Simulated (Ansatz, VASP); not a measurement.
**ZrS2: VASP beside Ansatz**

```
Zr S
1.0
     3.67436    0.00000    0.00000
    -1.83718    3.18209    0.00000
     0.00000    0.00000    5.85714
Zr S
1 2
Direct
  0.00000 0.00000 0.00000
  0.66667 0.33333 0.75376
  0.33333 0.66667 0.24624
```

Alike in both runs: task single point; functional PBEsol; k mesh 6 × 6 × 4; no spin polarisation.

|  | VASP | Ansatz |
| --- | --- | --- |
| version | VASP 6.6.1 | Ansatz 0.2.0 |
| potentials or method | VASP PAW PBE potentials, release 64 (Zr_sv, S) | plane waves, PAW |
| plane-wave cutoff (eV) | 500 | 420 |
| occupations | gaussian, width 0.01 eV | fixed |
| valence electrons in the cell | 24 | 24 |

```tsv
	VASP	Ansatz	Ansatz less VASP
gap on the k mesh at the Fermi level (eV)	0.81	0.81	-0.002
pressure (GPa)	-1.8	-1.9	-0.05
traceless stress, the component that is largest in VASP (GPa)	0.99	0.97	-0.021
rms of the force components (eV/Å)	0.059	0.067	+0.0083
```

VASP's potentials were made for PBE, not for PBEsol. Atom by atom the forces differ by 0.008 eV/Å (rms over components).
